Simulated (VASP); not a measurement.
# Ti (I4_1/amd) in VASP: further runs, part 2 of 2

VASP 6.6.1. The steps go on from the part before.

**4. Single point, PBE**

This run uses another cell than the first one, of 7.87 Å³/atom, 1.125 times its volume.

INCAR

```
PREC     = Accurate       # precision mode
ENCUT    = 520            # plane-wave cutoff, eV
EDIFF    = 1E-6           # SCF threshold, eV
ISMEAR   = -1             # smearing method
SIGMA    = 0.1            # smearing width, eV
LREAL    = F              # projectors in reciprocal space
LASPH    = T              # aspherical terms in the spheres
NELM     = 80             # most SCF steps
ALGO     = Normal         # electronic algorithm
ISIF     = 2              # what is computed and relaxed
LWAVE    = F              # write WAVECAR
LCHARG   = F              # write CHGCAR
GGA      = PE             # functional
NBANDS   = 19             # bands
```

KPOINTS

```
regular mesh
0
Gamma
  15 15 15
```

POSCAR

```
Ti
1.0
   -1.8956836477      1.8956836477      1.0945184344
    1.8956836477     -1.8956836477      1.0945184344
    1.8956836477      1.8956836477     -1.0945184344
Ti
2
Direct
   -0.3750000000     -0.1250000000     -0.2500000000
    0.3750000000      0.1250000000      0.2500000000
```

Potentials or basis: VASP PAW PBE potentials, release 64 (Ti_sv).

Run with:

```sh
> cat potpaw_PBE.64/Ti_sv/POTCAR > POTCAR
> mpirun -np 1 vasp_std > vasp.out
```

OUTCAR:

```text
PREC = Accurate
   ENCUT = 520
   EDIFF = 1E-6
   ISMEAR = -1
   LREAL = F
   LASPH = T
   NELM = 80
   ISIF = 2
   GGA = PE

 ion  position               nearest neighbor table
   1  0.625  0.875  0.750-   2 1.97   2 1.97   2 1.97   2 1.97   2 2.51   2 2.51   2 2.51   2 2.51

   2  0.375  0.125  0.250-   1 1.97   1 1.97   1 1.97   1 1.97   1 2.51   1 2.51   1 2.51   1 2.51

  LATTYP: Found a body centered tetragonal cell.
 ALAT       =     3.7913672954
 C/A-ratio  =     0.5773739916

  Lattice vectors:

 A1 = (  -1.8956836477,   1.8956836477,   1.0945184344)
 A2 = (   1.8956836477,  -1.8956836477,   1.0945184344)
 A3 = (   1.8956836477,   1.8956836477,  -1.0945184344)

Analysis of symmetry for initial positions (statically):
=====================================================================
 Subroutine PRICEL returns:
 Original cell was already a primitive cell.

 Routine SETGRP: Setting up the symmetry group for a
 body centered tetragonal supercell.

 Subroutine GETGRP returns: Found 16 space group operations
 (whereof  4 operations were pure point group operations)
 out of a pool of 16 trial point group operations.

The static configuration has the point symmetry C_2h.
 The point group associated with its full space group is D_4h.

Analysis of symmetry for dynamics (positions and initial velocities):
=====================================================================
 Subroutine PRICEL returns:
 Original cell was already a primitive cell.

 Routine SETGRP: Setting up the symmetry group for a
 body centered tetragonal supercell.

 Subroutine GETGRP returns: Found 16 space group operations
[... 114 lines left out ...]
   PSTRESS=    0.0 pullay stress
   NELECT =      24.0000    total number of electrons
   NUPDOWN=      -1.0000    fix difference up-down
   EMIN   =  10.00;   EMAX   =-10.00  energy-range for DOS
   EFERMI =   0.00;   METHOD = LEGACY
   ISMEAR =    -1;   SIGMA  =   0.10  broadening in eV -4-tet -1-fermi 0-gaus
   EFERMI_NEDOS =   21; number of points for ismear=-14 and -15
   IALGO  =     38    algorithm
   IMIX   =      4    mixing-type and parameters
     AMIX     =   0.40;   BMIX     =  1.00
     AMIX_MAG =   1.60;   BMIX_MAG =  1.00
  volume/ion in A,a.u.               =       7.87        53.09
  Fermi-wavevector in a.u.,A,eV,Ry     =   1.884547  3.561277 48.321329  3.551517
  Thomas-Fermi vector in A             =   2.927234
   LORBIT       =      0    0 simple, 1 ext, 2 COOP (PROOUT), +10 PAW based schemes
   GGA     = PE    functional components
   LHFCALC =     F    Hartree Fock is set to
   AEXX    =    0.0000 exact exchange contribution
   IVDW    =     0    specifies the selected vdW correction
   LEPSILON=     F    determine dielectric tensor
   LRPA    =     F    only Hartree local field effects (RPA)
 non-spin polarized calculation
  energy-cutoff  :      520.00
  volume of cell :       15.73
 maximum number of plane-waves:       434
 NGX is ok and might be reduce to    24

 number of electron      24.0000000 magnetization

 Free energy of the ion-electron system (eV)
  ---------------------------------------------------
  ext. energy  EPLUGINS =         0.00000000
  ---------------------------------------------------
  free energy    TOTEN  =        -5.13736831 eV

  energy without entropy =       -5.08359637  energy(sigma->0) =       -5.11048234

 E-fermi :  19.3911     XC(G=0): -15.8102

 val. band max:       19.3805366913   @ k =  -0.3333   0.4667   0.2667
 cond. band min:      19.3917493396   @ k =  -0.0667   0.3333   0.0667
 fundamental gap:      0.0112126482
 Fermi energy:        19.3910955798

 k-point     1 :       0.0000    0.0000    0.0000
  band No.  band energies     occupation
      1     -38.6130      2.00000
      2     -34.6855      2.00000
      3     -15.5646      2.00000
      4     -15.5646      2.00000
      5     -10.8021      2.00000
      6     -10.7201      2.00000
[... 505 lines left out ...]
      6     -13.3347      2.00000
[... 11 lines left out ...]
     18      27.2200      0.00000
     19      29.6238      0.00000

 [... further k-points ...]

------------------------ aborting loop because EDIFF is reached ----------------------------------------

  FORCE on cell =-STRESS in cart. coord.  units (eV):
  Direction    XX          YY          ZZ          XY          YZ          ZX
  --------------------------------------------------------------------------------------
  -------------------------------------------------------------------------------------
  Total       30.5190016     30.5190016     29.4354651      0.0000000     -0.0000000      0.0000000
  in kB     3107.8933298   3107.8933298   2997.5517149      0.0000000     -0.0000000      0.0000000
  external PRESSURE =    3071.1127915 kB  Pullay stress =       0.0000000 kB

 VOLUME and BASIS-vectors are now :
 -----------------------------------------------------------------------------
  energy-cutoff  :      520.00
  volume of cell :       15.73
      direct lattice vectors                 reciprocal lattice vectors
    -1.895683648  1.895683648  1.094518434     0.000000000  0.263757089  0.456821908
     1.895683648 -1.895683648  1.094518434     0.263757089  0.000000000  0.456821908
     1.895683648  1.895683648 -1.094518434     0.263757089  0.263757089  0.000000000

 POSITION                                       TOTAL-FORCE (eV/Angst)
 -----------------------------------------------------------------------------------
      1.89568      0.94784      0.82089         0.000000     -0.000000      0.000000
      0.00000      0.94784      0.27363        -0.000000      0.000000     -0.000000
 -----------------------------------------------------------------------------------
    total drift:                               -0.000000      0.000000      0.000000

  FREE ENERGIE OF THE ION-ELECTRON SYSTEM (eV)
  ---------------------------------------------------
  free  energy   TOTEN  =        -5.1373683080 eV

  energy  without entropy=       -5.0835963744  energy(sigma->0) =       -5.11048234
```

OSZICAR:

```text
N       E                     dE             d eps       ncg     rms          rms(c)
DAV:   1     0.250917098167E+03    0.25092E+03   -0.12215E+04 11352   0.182E+03
DAV:   2     0.170875522728E+02   -0.23383E+03   -0.22792E+03 11183   0.450E+02
DAV:   3    -0.379815134007E+01   -0.20886E+02   -0.19970E+02 19010   0.122E+02
DAV:   4    -0.461961205166E+01   -0.82146E+00   -0.80333E+00 11928   0.217E+01
DAV:   5    -0.464260637615E+01   -0.22994E-01   -0.22976E-01 13463   0.305E+00    0.408E+01
DAV:   6    -0.472861863382E+01   -0.86012E-01   -0.85055E-01 16055   0.861E+00    0.218E+01
DAV:   7    -0.506014996961E+01   -0.33153E+00   -0.80063E-01 14983   0.570E+00    0.365E+00
DAV:   8    -0.513839622969E+01   -0.78246E-01   -0.24033E-01 12631   0.410E+00    0.120E+00
DAV:   9    -0.513728662753E+01    0.11096E-02   -0.16446E-02 12606   0.119E+00    0.203E-01
DAV:  10    -0.513733344143E+01   -0.46814E-04   -0.16728E-03 11261   0.428E-01    0.769E-02
DAV:  11    -0.513736614519E+01   -0.32704E-04   -0.32258E-04 11061   0.159E-01    0.513E-02
DAV:  12    -0.513736662043E+01   -0.47524E-06   -0.81501E-05 11070   0.820E-02    0.146E-02
DAV:  13    -0.513736801893E+01   -0.13985E-05   -0.36120E-06 11487   0.181E-02    0.181E-03
DAV:  14    -0.513736830797E+01   -0.28903E-06   -0.12817E-07  5708   0.340E-03
   1 F= -.51373683E+01 E0= -.51104823E+01  d E =-.537719E-01
```

stdout:

```text
POSCAR found type information on POSCAR Ti
 POSCAR found :  1 types and       2 ions
 scaLAPACK will be used
 LDA part: xc-table for (Slater+PW92), standard interpolation
 POSCAR, INCAR and KPOINTS ok, starting setup
 FFT: planning ... GRIDC
 FFT: planning ... GRID_SOFT
 FFT: planning ... GRID
 WAVECAR not read
 entering main loop
```

It took 31 s on 1 thread of Intel Xeon 6975P-C (Granite Rapids), shared host; peak memory 0.19 GiB.

What came out:

- Free energy: -5.1374 eV
- Pressure: 307.1 GPa
- Band gap on the k mesh: zero (band 12 reaches 20.07 eV, above the bottom of band 13 at 17.21 eV)

Levels at points of the mesh, in eV from the Fermi level:
```
           k point  band 9  band 10  band 11  band 12  band 13  band 14  band 15  band 16
(0.00, 0.00, 0.00)   -8.23    -5.23    -3.09    -1.81    -0.56     3.71     3.71     4.10
```

**5. Single point, PBE**

INCAR

```
SYSTEM = Ti
PREC = Accurate
ENCUT = 520
EDIFF = 1E-6
ISMEAR = -1
SIGMA = 0.1
LREAL = .FALSE.
LASPH = .TRUE.
NELM = 60
ALGO = Normal
ISIF = 2
LWAVE = .FALSE.
LCHARG = .FALSE.
GGA = PE
NBANDS = 19
```

KPOINTS

```
regular mesh
0
G
  15 15 15
  0 0 0
```

POSCAR is that of step 4.

Potentials or basis: VASP PAW PBE potentials, release 64 (Ti_sv).

Run with:

```sh
> cat potpaw_PBE.64/Ti_sv/POTCAR > POTCAR
> mpirun -np 1 vasp_std > vasp.out
```

OUTCAR:

```text
SYSTEM = Ti
   PREC = Accurate
   ENCUT = 520
   EDIFF = 1E-6
   ISMEAR = -1
   LREAL = .FALSE.
   LASPH = .TRUE.
   NELM = 60
   ISIF = 2
   GGA = PE

 ion  position               nearest neighbor table
   1  0.625  0.875  0.750-   2 1.97   2 1.97   2 1.97   2 1.97   2 2.51   2 2.51   2 2.51   2 2.51

   2  0.375  0.125  0.250-   1 1.97   1 1.97   1 1.97   1 1.97   1 2.51   1 2.51   1 2.51   1 2.51

  LATTYP: Found a body centered tetragonal cell.
 ALAT       =     3.7913672954
 C/A-ratio  =     0.5773739916

  Lattice vectors:

 A1 = (  -1.8956836477,   1.8956836477,   1.0945184344)
 A2 = (   1.8956836477,  -1.8956836477,   1.0945184344)
 A3 = (   1.8956836477,   1.8956836477,  -1.0945184344)

Analysis of symmetry for initial positions (statically):
=====================================================================
 Subroutine PRICEL returns:
 Original cell was already a primitive cell.

 Routine SETGRP: Setting up the symmetry group for a
 body centered tetragonal supercell.

 Subroutine GETGRP returns: Found 16 space group operations
 (whereof  4 operations were pure point group operations)
 out of a pool of 16 trial point group operations.

The static configuration has the point symmetry C_2h.
 The point group associated with its full space group is D_4h.

Analysis of symmetry for dynamics (positions and initial velocities):
=====================================================================
 Subroutine PRICEL returns:
 Original cell was already a primitive cell.

 Routine SETGRP: Setting up the symmetry group for a
 body centered tetragonal supercell.

 Subroutine GETGRP returns: Found 16 space group operations
 (whereof  4 operations were pure point group operations)
 out of a pool of 16 trial point group operations.

The dynamic configuration has the point symmetry C_2h.
 The point group associated with its full space group is D_4h.

 Subroutine INISYM returns: Found 16 space group operations
 (whereof  4 operations are pure point group operations),
 and found     1 'primitive' translations

----------------------------------------------------------------------------------------

                                     Primitive cell

  volume of cell :      15.7331

  direct lattice vectors                    reciprocal lattice vectors
    -1.895683648  1.895683648  1.094518434     0.000000000  0.263757089  0.456821908
     1.895683648 -1.895683648  1.094518434     0.263757089  0.000000000  0.456821908
     1.895683648  1.895683648 -1.094518434     0.263757089  0.263757089  0.000000000

  length of vectors
     2.895721600  2.895721600  2.895721600     0.527497922  0.527497922  0.373008852

  position of ions in fractional coordinates (direct lattice)
     0.625000000  0.875000000  0.750000000
     0.375000000  0.125000000  0.250000000

  ion indices of the primitive-cell ions
   primitive index   ion index
                 1           1
                 2           2

----------------------------------------------------------------------------------------

 KPOINTS: regular mesh

Automatic generation of k-mesh.
 Grid dimensions read from file:
 generate k-points for:   15   15   15

 Generating k-lattice:

  Cartesian coordinates                     Fractional coordinates (reciprocal lattice)
     0.000000000  0.017583806  0.030454794     0.066666667 -0.000000000  0.000000000
     0.017583806  0.000000000  0.030454794    -0.000000000  0.066666667  0.000000000
     0.017583806  0.017583806  0.000000000     0.000000000  0.000000000  0.066666667

  Length of vectors
     0.035166528  0.035166528  0.024867257

  Shift w.r.t. Gamma in fractional coordinates (k-lattice)
     0.000000000  0.000000000  0.000000000

 Subroutine IBZKPT returns following result:
 ===========================================

 Found    288 irreducible k-points:

 Following reciprocal coordinates:
            Coordinates               Weight
  0.000000  0.000000  0.000000      1.000000
  0.066667  0.000000  0.000000      8.000000
  0.133333  0.000000 -0.000000      8.000000
  0.200000  0.000000 -0.000000      8.000000
  0.266667  0.000000 -0.000000      8.000000
  0.333333  0.000000  0.000000      8.000000
[... 16 lines left out ...]
  0.133333  0.133333  0.000000      8.000000
  0.200000  0.133333 -0.000000     16.000000
 [... further k-points ...]
   k-points           NKPTS =    288   k-points in BZ     NKDIM =    288   number of bands    NBANDS=     19
   number of dos      NEDOS =    301   number of ions     NIONS =      2
   total plane-waves  NPLWV =  13824
   dimension x,y,z NGX =    24 NGY =   24 NGZ =   24
   dimension x,y,z NGXF=    48 NGYF=   48 NGZF=   48
   ions per type =               2
   NGX,Y,Z   is equivalent  to a cutoff of  13.78, 13.78, 13.78 a.u.
   NGXF,Y,Z  is equivalent  to a cutoff of  27.56, 27.56, 27.56 a.u.
 SYSTEM =  Ti
   PREC   = accura    normal or accurate (medium, high low for compatibility)
   ISTART =      0    job   : 0-new  1-cont  2-samecut
   ICHARG =      2    charge: 1-file 2-atom 10-const
   ISPIN  =      1    spin polarized calculation?
   LNONCOLLINEAR =      F non collinear calculations
   LSORBIT =      F    spin-orbit coupling
   LASPH  =      T    aspherical Exc in radial PAW
   ENCUT  =  520.0 eV  38.22 Ry    6.18 a.u.   5.38  5.38  5.38*2*pi/ulx,y,z
   NELM   =     60;   NELMIN=  2; NELMDL= -5     # of ELM steps
   EDIFF  = 0.1E-05   stopping-criterion for ELM
   LREAL  =      F    real-space projection
   EDIFFG = 0.1E-04   stopping-criterion for IOM
   NSW    =      0    number of steps for IOM
   IBRION =     -1    ionic relax: 0-MD 1-quasi-New 2-CG
   NFREE  =      0    steps in history (QN), initial steepest desc. (CG)
   ISIF   =      2    stress and relaxation
   ISYM   =      2    0-nonsym 1-usesym 2-fastsym
   POTIM  = 0.5000    time-step for ionic-motion
   TEBEG  =    0.0;   TEEND  =   0.0 temperature during run
   PSTRESS=    0.0 pullay stress
   NELECT =      24.0000    total number of electrons
   NUPDOWN=      -1.0000    fix difference up-down
   EMIN   =  10.00;   EMAX   =-10.00  energy-range for DOS
   EFERMI =   0.00;   METHOD = LEGACY
   ISMEAR =    -1;   SIGMA  =   0.10  broadening in eV -4-tet -1-fermi 0-gaus
   EFERMI_NEDOS =   21; number of points for ismear=-14 and -15
   IALGO  =     38    algorithm
   IMIX   =      4    mixing-type and parameters
     AMIX     =   0.40;   BMIX     =  1.00
     AMIX_MAG =   1.60;   BMIX_MAG =  1.00
  volume/ion in A,a.u.               =       7.87        53.09
  Fermi-wavevector in a.u.,A,eV,Ry     =   1.884547  3.561277 48.321329  3.551517
  Thomas-Fermi vector in A             =   2.927234
   LORBIT       =      0    0 simple, 1 ext, 2 COOP (PROOUT), +10 PAW based schemes
   GGA     = PE    functional components
   LHFCALC =     F    Hartree Fock is set to
   AEXX    =    0.0000 exact exchange contribution
   IVDW    =     0    specifies the selected vdW correction
   LEPSILON=     F    determine dielectric tensor
   LRPA    =     F    only Hartree local field effects (RPA)
 non-spin polarized calculation
  energy-cutoff  :      520.00
  volume of cell :       15.73
 maximum number of plane-waves:       434
 NGX is ok and might be reduce to    24

 number of electron      24.0000000 magnetization

 Free energy of the ion-electron system (eV)
  ---------------------------------------------------
  ext. energy  EPLUGINS =         0.00000000
  ---------------------------------------------------
  free energy    TOTEN  =        -5.13736831 eV

  energy without entropy =       -5.08359637  energy(sigma->0) =       -5.11048234

 E-fermi :  19.3911     XC(G=0): -15.8102

 val. band max:       19.3805366913   @ k =  -0.3333   0.4667   0.2667
 cond. band min:      19.3917493396   @ k =  -0.0667   0.3333   0.0667
 fundamental gap:      0.0112126482
 Fermi energy:        19.3910955798

 k-point     1 :       0.0000    0.0000    0.0000
  band No.  band energies     occupation
      1     -38.6130      2.00000
      2     -34.6855      2.00000
      3     -15.5646      2.00000
      4     -15.5646      2.00000
      5     -10.8021      2.00000
      6     -10.7201      2.00000
[... 11 lines left out ...]
     18      28.8263      0.00000
     19      30.7289      0.00000
[... 485 lines left out ...]
 k-point    24 :       0.2000    0.1333   -0.0000
  band No.  band energies     occupation
      1     -37.4554      2.00000
      2     -34.7644      2.00000
      3     -15.2927      2.00000
      4     -14.9184      2.00000
      5     -13.6505      2.00000
      6     -13.3347      2.00000
[... 11 lines left out ...]
     18      27.2200      0.00000
     19      29.6238      0.00000

 [... further k-points ...]

------------------------ aborting loop because EDIFF is reached ----------------------------------------

  FORCE on cell =-STRESS in cart. coord.  units (eV):
  Direction    XX          YY          ZZ          XY          YZ          ZX
  --------------------------------------------------------------------------------------
  -------------------------------------------------------------------------------------
  Total       30.5190016     30.5190016     29.4354651      0.0000000     -0.0000000      0.0000000
  in kB     3107.8933298   3107.8933298   2997.5517149      0.0000000     -0.0000000      0.0000000
  external PRESSURE =    3071.1127915 kB  Pullay stress =       0.0000000 kB

 VOLUME and BASIS-vectors are now :
 -----------------------------------------------------------------------------
  energy-cutoff  :      520.00
  volume of cell :       15.73
      direct lattice vectors                 reciprocal lattice vectors
    -1.895683648  1.895683648  1.094518434     0.000000000  0.263757089  0.456821908
     1.895683648 -1.895683648  1.094518434     0.263757089  0.000000000  0.456821908
     1.895683648  1.895683648 -1.094518434     0.263757089  0.263757089  0.000000000

 POSITION                                       TOTAL-FORCE (eV/Angst)
 -----------------------------------------------------------------------------------
      1.89568      0.94784      0.82089         0.000000     -0.000000      0.000000
      0.00000      0.94784      0.27363        -0.000000      0.000000     -0.000000
 -----------------------------------------------------------------------------------
    total drift:                               -0.000000      0.000000      0.000000

  FREE ENERGIE OF THE ION-ELECTRON SYSTEM (eV)
  ---------------------------------------------------
  free  energy   TOTEN  =        -5.1373683080 eV

  energy  without entropy=       -5.0835963744  energy(sigma->0) =       -5.11048234
```

Wall time 30 s (1 thread of Intel Xeon 6975P-C (Granite Rapids), shared host); peak memory 0.19 GiB.

Results:

```
Free energy            : -5.1374 eV
Pressure               : 307.1 GPa
Band gap on the k mesh : zero (band 12 reaches 20.07 eV, above the bottom of band 13 at 17.21 eV)
```

Levels at points of the mesh, in eV from the Fermi level:
```csv
k point,band 9,band 10,band 11,band 12,band 13,band 14,band 15,band 16
"(0.00, 0.00, 0.00)",-8.23,-5.23,-3.09,-1.81,-0.56,3.71,3.71,4.10
```
